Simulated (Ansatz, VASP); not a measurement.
**Two plane-wave programs on Ir**

Contents of INCAR:

```
ALGO = Normal
EDIFF = 1E-7
ENCUT = 520
GGA = PS
ISIF = 2
ISMEAR = -1
LASPH = T
LCHARG = F
LREAL = F
LWAVE = F
NBANDS = 10
NELM = 100
PREC = Accurate
SIGMA = 0.1
```

Contents of KPOINTS:

```
k-points
0
Gamma
  14 14 14
```

POSCAR

```
Ir
1.0
    2.5082240165      0.0000000000      0.0000000000
    0.0000000000      2.5082240165      0.0000000000
    0.0000000000      0.0000000000      2.5082240165
Ir
1
Direct
    0.0000000000      0.0000000000      0.0000000000
```

Input for Ansatz:

```yaml
crystal:
  lattice:
    - [2.5082240165, 0.0, 0.0]
    - [0.0, 2.5082240165, 0.0]
    - [0.0, 0.0, 2.5082240165]
  atoms:
    - { symbol: Ir, position: [0.0, 0.0, 0.0] }
hamiltonian:
  xc: pbesol
  pseudopotentials:
    kind: paw
    azcp:
      Ir: "pseudopotentials/Ir.paw.azcp"
basis:
  ecutwfc: 420
  fft_grid_basis: typed
kpoints:
  mp_grid: { grid: [14, 14, 14], shift: [0, 0, 0] }
magnetization:
  spin_polarized: false
scf:
  occupations: { method: fermi_dirac, width: 0.1 }
  lower_state_search: "off"
output:
  stress: true
```

Alike in both runs: task single point; functional PBEsol; k mesh 14 × 14 × 14; occupations fermi-dirac, width 0.1 eV; no spin polarisation.

|  | VASP | Ansatz |
| --- | --- | --- |
| version | VASP 6.6.1 | Ansatz 0.2.0 |
| potentials or method | VASP PAW PBE potentials, release 64 (Ir), cutoff 520 eV | plane waves (420 eV) with PAW, scalar-relativistic |
| valence electrons in the cell | 9 | 17 |

```csv
,VASP,Ansatz,Ansatz less VASP
pressure (GPa),12.4,11.8,-0.63
```

VASP's potentials were made for PBE, not for PBEsol, and Ansatz warns of the same on its side. The functional is the same, so the differences come from potentials, cutoffs and numerics. VASP's potentials hold 9 valence electrons a cell and Ansatz's 17, so a difference there can come from the potentials and not from the codes.

Spin-orbit coupling is off throughout.
